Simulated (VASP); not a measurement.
# KLaP2 (R-3m) in VASP: single point with PBE

Aim: the single point of KLaP2 with PBE.

All numbers are computed with VASP 6.6.1; they aren't measurements. Logs are shortened: lines on timing, memory, paths and dates and some standing lists are left out, and cuts for length are marked.

## 1. The cell of the first run

It takes space group R-3m (No. 166, trigonal). Conventional cell: a = 4.458 Å, b = 4.458 Å, c = 22.166 Å, α = 90.00°, β = 90.00°, γ = 120.00°. K (site symmetry -3m) has 6 P at 3.43 Å and 6 K at 4.46 Å and 6 La at 4.50 Å within 4.6 Å. La (site symmetry -3m) has 6 P at 2.94 Å within 3.9 Å. P (site symmetry 3m) has 3 La at 2.94 Å and 3 K at 3.43 Å and 3 P at 3.85 Å within 3.9 Å.

## 2. Single point, PBE

Contents of INCAR:

```
SYSTEM = KLaP2
PREC = Accurate ; ENCUT = 500
EDIFF = 1E-6 ; ISMEAR = -1
SIGMA = 0.1 ; LREAL = .FALSE.
LASPH = .TRUE. ; NELM = 200
ALGO = Normal ; ISIF = 2
LWAVE = .FALSE. ; LCHARG = .FALSE.
GGA = PE ; NBANDS = 23
GGA_COMPAT = .FALSE. ; LMAXMIX = 6
```

Contents of KPOINTS:

```
regular mesh
0
G
  7 7 7
  0 0 0
```

Contents of POSCAR:

```
KLaP2
1.0
    4.4581669423      0.0000000000      0.0000000000
   -2.2290834711      3.8608858263      0.0000000949
   -2.2290834711      1.2869617606      7.3885290579
K La P
1 1 2
Direct
    0.0000000000      0.0000000000      0.0000000000
    0.5000000000      0.5000000000      0.5000000000
    0.2312273747      0.7687726253      0.6936821240
    0.7687726253      0.2312273747      0.3063178760
```

Potentials or basis: VASP PAW PBE potentials, release 64 (K_sv, La, P).

Command:

```sh
> cat potpaw_PBE.64/K_sv/POTCAR potpaw_PBE.64/La/POTCAR potpaw_PBE.64/P/POTCAR > POTCAR
> mpirun -np 1 vasp_std > vasp.out
```

OUTCAR:

```text
SYSTEM = KLaP2
   PREC = Accurate
   ENCUT = 500
   EDIFF = 1E-6
   ISMEAR = -1
   LREAL = .FALSE.
   LASPH = .TRUE.
   NELM = 200
   ISIF = 2
   GGA = PE

 ion  position               nearest neighbor table
   1  0.000  0.000  0.000-
   2  0.500  0.500  0.500-   3 2.94   4 2.94   4 2.94   3 2.94   3 2.94   4 2.94
   3  0.231  0.769  0.694-   2 2.94   2 2.94   2 2.94
   4  0.769  0.231  0.306-   2 2.94   2 2.94   2 2.94

  LATTYP: Found a trigonal (rhomboedric) cell.
 ALAT       =     7.8240299931
 COS(alpha) =     0.8376614564

  Lattice vectors:

 A1 = (   0.0000000000,  -2.5739240657,   7.3885289630)
 A2 = (   2.2290834712,   1.2869617606,   7.3885290579)
 A3 = (  -2.2290834711,   1.2869617606,   7.3885290579)

Analysis of symmetry for initial positions (statically):
=====================================================================
 Subroutine PRICEL returns:
 Original cell was already a primitive cell.

 Routine SETGRP: Setting up the symmetry group for a
 trigonal (rhombohedral) supercell.

 Subroutine GETGRP returns: Found 12 space group operations
 (whereof 12 operations were pure point group operations)
 out of a pool of 12 trial point group operations.

The static configuration has the point symmetry D_3d.

Analysis of symmetry for dynamics (positions and initial velocities):
=====================================================================
 Subroutine PRICEL returns:
 Original cell was already a primitive cell.

 Routine SETGRP: Setting up the symmetry group for a
 trigonal (rhombohedral) supercell.

 Subroutine GETGRP returns: Found 12 space group operations
 (whereof 12 operations were pure point group operations)
 out of a pool of 12 trial point group operations.

The dynamic configuration has the point symmetry D_3d.

 Subroutine INISYM returns: Found 12 space group operations
 (whereof 12 operations are pure point group operations),
 and found     1 'primitive' translations

----------------------------------------------------------------------------------------

                                     Primitive cell

  volume of cell :     127.1749

  direct lattice vectors                    reciprocal lattice vectors
     4.458166942  0.000000000  0.000000000     0.224307437  0.129503958  0.045114982
    -2.229083471  3.860885826  0.000000095     0.000000000  0.259007919 -0.045114973
    -2.229083471  1.286961761  7.388529058     0.000000000 -0.000000003  0.135344938

  length of vectors
     4.458166942  4.458166942  7.824029993     0.262907708  0.262907708  0.135344938

  position of ions in fractional coordinates (direct lattice)
     0.000000000  0.000000000  0.000000000
     0.500000000  0.500000000  0.500000000
     0.231227375  0.768772625  0.693682124
     0.768772625  0.231227375  0.306317876

  ion indices of the primitive-cell ions
   primitive index   ion index
                 1           1
                 2           2
                 3           3
                 4           4

----------------------------------------------------------------------------------------

 KPOINTS: regular mesh

Automatic generation of k-mesh.
 Grid dimensions read from file:
 generate k-points for:    7    7    7

 Generating k-lattice:

  Cartesian coordinates                     Fractional coordinates (reciprocal lattice)
     0.032043920  0.018500565  0.006444997     0.142857143 -0.000000000  0.000000000
     0.000000000  0.037001131 -0.006444996     0.000000000  0.142857143  0.000000000
     0.000000000 -0.000000000  0.019334991     0.000000000  0.000000000  0.142857143

  Length of vectors
     0.037558244  0.037558244  0.019334991

  Shift w.r.t. Gamma in fractional coordinates (k-lattice)
     0.000000000  0.000000000  0.000000000

 Subroutine IBZKPT returns following result:
 ===========================================

 Found     44 irreducible k-points:

 Following reciprocal coordinates:
            Coordinates               Weight
  0.000000  0.000000  0.000000      1.000000
  0.142857  0.000000 -0.000000      6.000000
  0.285714  0.000000  0.000000      6.000000
  0.428571  0.000000 -0.000000      6.000000
  0.142857  0.142857 -0.000000      6.000000
  0.285714  0.142857  0.000000     12.000000
[... 16 lines left out ...]
  0.142857  0.285714  0.142857     12.000000
  0.285714  0.285714  0.142857     12.000000
 [... further k-points ...]
   k-points           NKPTS =     44   k-points in BZ     NKDIM =     44   number of bands    NBANDS=     23
   number of dos      NEDOS =    301   number of ions     NIONS =      4
   total plane-waves  NPLWV =  77760
   dimension x,y,z NGX =    36 NGY =   36 NGZ =   60
   dimension x,y,z NGXF=    72 NGYF=   72 NGZF=  120
   ions per type =               1   1   2
   NGX,Y,Z   is equivalent  to a cutoff of  13.42, 13.42, 12.75 a.u.
   NGXF,Y,Z  is equivalent  to a cutoff of  26.85, 26.85, 25.50 a.u.
 SYSTEM =  KLaP2
   PREC   = accura    normal or accurate (medium, high low for compatibility)
   ISTART =      0    job   : 0-new  1-cont  2-samecut
   ICHARG =      2    charge: 1-file 2-atom 10-const
   ISPIN  =      1    spin polarized calculation?
   LNONCOLLINEAR =      F non collinear calculations
   LSORBIT =      F    spin-orbit coupling
   LASPH  =      T    aspherical Exc in radial PAW
   ENCUT  =  500.0 eV  36.75 Ry    6.06 a.u.   8.13  8.13 14.27*2*pi/ulx,y,z
   NELM   =    200;   NELMIN=  2; NELMDL= -5     # of ELM steps
   EDIFF  = 0.1E-05   stopping-criterion for ELM
   LREAL  =      F    real-space projection
   EDIFFG = 0.1E-04   stopping-criterion for IOM
   NSW    =      0    number of steps for IOM
   IBRION =     -1    ionic relax: 0-MD 1-quasi-New 2-CG
   NFREE  =      0    steps in history (QN), initial steepest desc. (CG)
   ISIF   =      2    stress and relaxation
   ISYM   =      2    0-nonsym 1-usesym 2-fastsym
   POTIM  = 0.5000    time-step for ionic-motion
   TEBEG  =    0.0;   TEEND  =   0.0 temperature during run
   PSTRESS=    0.0 pullay stress
   NELECT =      30.0000    total number of electrons
   NUPDOWN=      -1.0000    fix difference up-down
   EMIN   =  10.00;   EMAX   =-10.00  energy-range for DOS
   EFERMI =   0.00;   METHOD = LEGACY
   ISMEAR =    -1;   SIGMA  =   0.10  broadening in eV -4-tet -1-fermi 0-gaus
   EFERMI_NEDOS =   21; number of points for ismear=-14 and -15
   IALGO  =     38    algorithm
   IMIX   =      4    mixing-type and parameters
     AMIX     =   0.40;   BMIX     =  1.00
     AMIX_MAG =   1.60;   BMIX_MAG =  1.00
  volume/ion in A,a.u.               =      31.79       214.55
  Fermi-wavevector in a.u.,A,eV,Ry     =   1.011536  1.911527 13.921560  1.023206
  Thomas-Fermi vector in A             =   2.144592
   LORBIT       =      0    0 simple, 1 ext, 2 COOP (PROOUT), +10 PAW based schemes
   GGA     = PE    functional components
   LHFCALC =     F    Hartree Fock is set to
   AEXX    =    0.0000 exact exchange contribution
   IVDW    =     0    specifies the selected vdW correction
   LEPSILON=     F    determine dielectric tensor
   LRPA    =     F    only Hartree local field effects (RPA)
 non-spin polarized calculation
  energy-cutoff  :      500.00
  volume of cell :      127.17
 maximum number of plane-waves:      3261
 NGX is ok and might be reduce to    36
   NGX = 17   NGY = 17   NGZ = 29

 number of electron      30.0000000 magnetization

 Free energy of the ion-electron system (eV)
  ---------------------------------------------------
  ext. energy  EPLUGINS =         0.00000000
  ---------------------------------------------------
  free energy    TOTEN  =       -18.87848836 eV

  energy without entropy =      -18.71567444  energy(sigma->0) =      -18.79708140

 E-fermi :   2.7562     XC(G=0):  -8.3682

 val. band max:        2.7517728002   @ k =   0.4286  -0.4286   0.1429
 cond. band min:       2.7604688412   @ k =   0.2857  -0.2857   0.2857
 fundamental gap:      0.0086960410
 Fermi energy:         2.7562289548

 k-point     1 :       0.0000    0.0000    0.0000
  band No.  band energies     occupation
      1     -28.6563      2.00000
      2     -26.8754      2.00000
      3     -12.6203      2.00000
      4     -12.3194      2.00000
      5     -12.3194      2.00000
      6     -10.3684      2.00000
[... 15 lines left out ...]
     22       6.3222      0.00000
     23       6.4455      0.00000

 k-point     2 :       0.1429    0.0000   -0.0000
  band No.  band energies     occupation
      1     -28.6524      2.00000
      2     -26.8743      2.00000
      3     -12.5983      2.00000
      4     -12.4074      2.00000
      5     -12.3345      2.00000
      6     -10.3839      2.00000
[... 15 lines left out ...]
     22       6.3557      0.00000
     23       6.3609      0.00000

 k-point     3 :       0.2857    0.0000    0.0000
  band No.  band energies     occupation
      1     -28.6437      2.00000
      2     -26.8718      2.00000
      3     -12.6012      2.00000
      4     -12.5392      2.00000
      5     -12.3682      2.00000
      6     -10.4317      2.00000
[... 15 lines left out ...]
     22       6.2166      0.00000
     23       6.2555      0.00000

 k-point     4 :       0.4286    0.0000   -0.0000
  band No.  band energies     occupation
      1     -28.6366      2.00000
      2     -26.8699      2.00000
      3     -12.7356      2.00000
      4     -12.5012      2.00000
      5     -12.3948      2.00000
      6     -10.4695      2.00000
[... 15 lines left out ...]
     22       6.1455      0.00000
     23       6.2782      0.00000

 k-point     5 :       0.1429    0.1429   -0.0000
  band No.  band energies     occupation
      1     -28.6461      2.00000
      2     -26.8725      2.00000
      3     -12.5630      2.00000
      4     -12.5308      2.00000
      5     -12.3713      2.00000
      6     -10.4152      2.00000
[... 434 lines left out ...]
 k-point    22 :      -0.2857   -0.0000    0.1429
  band No.  band energies     occupation
      1     -28.6437      2.00000
      2     -26.8718      2.00000
      3     -12.6011      2.00000
      4     -12.5399      2.00000
      5     -12.3682      2.00000
      6     -10.4314      2.00000
[... 15 lines left out ...]
     22       6.1803      0.00000
     23       6.3291      0.00000

 k-point    23 :       0.1429    0.2857    0.1429
  band No.  band energies     occupation
      1     -28.6382      2.00000
      2     -26.8703      2.00000
      3     -12.6680      2.00000
      4     -12.5163      2.00000
      5     -12.4269      2.00000
      6     -10.4502      2.00000
[... 15 lines left out ...]
     22       6.1874      0.00000
     23       6.2762      0.00000

 k-point    24 :       0.2857    0.2857    0.1429
  band No.  band energies     occupation
      1     -28.6338      2.00000
      2     -26.8691      2.00000
      3     -12.6619      2.00000
      4     -12.5459      2.00000
      5     -12.4876      2.00000
      6     -10.4499      2.00000
[... 15 lines left out ...]
     22       6.1540      0.00000
     23       6.2490      0.00000

 [... further k-points ...]

------------------------ aborting loop because EDIFF is reached ----------------------------------------

  FORCE on cell =-STRESS in cart. coord.  units (eV):
  Direction    XX          YY          ZZ          XY          YZ          ZX
  --------------------------------------------------------------------------------------
  -------------------------------------------------------------------------------------
  Total       -0.0366273     -0.0366273     -0.0232004     -0.0000000     -0.0000000     -0.0000000
  in kB       -0.4614383     -0.4614383     -0.2922835     -0.0000000     -0.0000000     -0.0000000
  external PRESSURE =      -0.4050534 kB  Pullay stress =       0.0000000 kB

 VOLUME and BASIS-vectors are now :
 -----------------------------------------------------------------------------
  energy-cutoff  :      500.00
  volume of cell :      127.17
      direct lattice vectors                 reciprocal lattice vectors
     4.458166942  0.000000000  0.000000000     0.224307437  0.129503958  0.045114982
    -2.229083471  3.860885826  0.000000095     0.000000000  0.259007919 -0.045114973
    -2.229083471  1.286961761  7.388529058     0.000000000 -0.000000003  0.135344938

 POSITION                                       TOTAL-FORCE (eV/Angst)
 -----------------------------------------------------------------------------------
      0.00000      0.00000      0.00000        -0.000000      0.000000      0.000000
      0.00000      2.57392      3.69426         0.000000      0.000000      0.000000
     -2.22908      3.86089      5.12529        -0.000000      0.000000     -0.010033
      2.22908      1.28696      2.26324         0.000000     -0.000000      0.010033
 -----------------------------------------------------------------------------------
    total drift:                                0.000000      0.000000      0.000000

  FREE ENERGIE OF THE ION-ELECTRON SYSTEM (eV)
  ---------------------------------------------------
  free  energy   TOTEN  =       -18.8784883619 eV

  energy  without entropy=      -18.7156744399  energy(sigma->0) =      -18.79708140
```

Run time: 99 s. Hardware: 1 thread of Intel Xeon Platinum 8559C (Emerald Rapids), shared host; peak memory 0.35 GiB.

What came out:

| Item | Value |
| --- | --- |
| Free energy | -18.8785 eV |
| Pressure | 0.0 GPa |
| Largest force | 0.010 eV/Å |
| Band gap on the k mesh | zero (bands 15 and 16 overlap by 0.64 eV) |

Forces on the atoms (eV/Å):
```
K    0.000  0.000  0.000
La   0.000  0.000  0.000
P    0.000  0.000 -0.010
P    0.000  0.000  0.010
```

Levels at points of the mesh, in eV from the Fermi level:
```tsv
k point	band 11	band 12	band 13	band 14	band 15	band 16	band 17	band 18	band 19	band 20
(0.00, 0.00, 0.00)	-2.20	-1.44	-1.44	0.18	0.45	0.45	2.94	2.94	3.20	3.36
```

Caveat: spin-orbit coupling is left out, which moves the levels of the heavy elements.
